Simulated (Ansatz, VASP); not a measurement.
# SiO2: VASP beside Ansatz

```
Si O
1.0
     3.33444    0.00000    0.00000
     0.00000    3.33444    0.00000
     0.00000    0.00000   30.71634
Si O
2 4
Direct
  0.00000 0.00000 0.23079
  0.00000 0.00000 0.35547
  0.00000 0.50000 0.23067
  0.50000 0.00000 0.23067
  0.00000 0.50000 0.35559
  0.50000 0.00000 0.35559
```

Alike in both runs: task single point; functional PBE; dispersion D3(BJ); k mesh 6 × 6 × 1; occupations gaussian, width 0.1 eV; collinear spin.

|  | VASP | Ansatz |
| --- | --- | --- |
| version | VASP 6.6.1 | Ansatz 0.2.0 |
| potentials or method | VASP PAW PBE potentials, release 64 (Si, O), cutoff 520 eV | scalar-relativistic, plane waves, PAW |
| valence electrons in the cell | 32 | 32 |

|  | VASP | Ansatz | Ansatz less VASP |
| --- | --- | --- | --- |
| gap on the k mesh at the Fermi level (eV) | none | none | - |
| net moment per atom (μB) | 0.00 | 0.00 | 0.000 |

A gap of «none» marks a metal or a gap that the smearing closes. Ansatz's warnings: seeded moment not kept.
